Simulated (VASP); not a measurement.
Here is a VASP 6.6.1 calculation.

Contents of INCAR:

```
ALGO     = Normal         # electronic algorithm
EDIFF    = 1E-7           # SCF threshold, eV
ENCUT    = 520            # plane-wave cutoff, eV
GGA      = PE             # functional
ISIF     = 2              # what is computed and relaxed
ISMEAR   = 0              # smearing method
LASPH    = True           # aspherical terms in the spheres
LCHARG   = False          # write CHGCAR
LREAL    = False          # projectors in reciprocal space
LWAVE    = False          # write WAVECAR
NBANDS   = 35             # bands
NELM     = 100            # most SCF steps
PREC     = Accurate       # precision mode
SIGMA    = 0.05           # smearing width, eV
```

KPOINTS

```
k-points
0
Gamma
  9 9 1
```

File POSCAR:

```
Te2Mo
1.0
    3.5549909197      0.0000000000      0.0000000000
   -1.7774954599      3.0787124467      0.0000000000
    0.0000000000      0.0000000000     35.0365360304
Te Mo
4 2
Direct
    0.3333333333      0.6666666667      0.4476193085
    0.3219971581      0.6666666667      0.9483984951
    0.3446695086      0.6666666667      0.0516015049
    0.3333333333      0.6666666667      0.5523806915
    0.0000000000      0.0000000000      0.0000000000
    0.0000000000      0.0000000000      0.5000000000
```

Potentials or basis: VASP PAW PBE potentials, release 64 (Te, Mo_sv).

The run is started by

```sh
$ cat potpaw_PBE.64/Te/POTCAR potpaw_PBE.64/Mo_sv/POTCAR > POTCAR
$ mpirun -np 1 vasp_std > vasp.out
```

(1) Predict the largest force.

(2) What does it give for the band gap on the k mesh?

## Answers

(1) 0.337 eV/Å.

(2) 1.02 eV.

Caveat: the cell differs from its parent crystal (atoms displaced along several vibrational modes); there is no dipole correction, which matters where the two faces differ; spin-orbit coupling is left out, which moves the levels of the heavy elements.
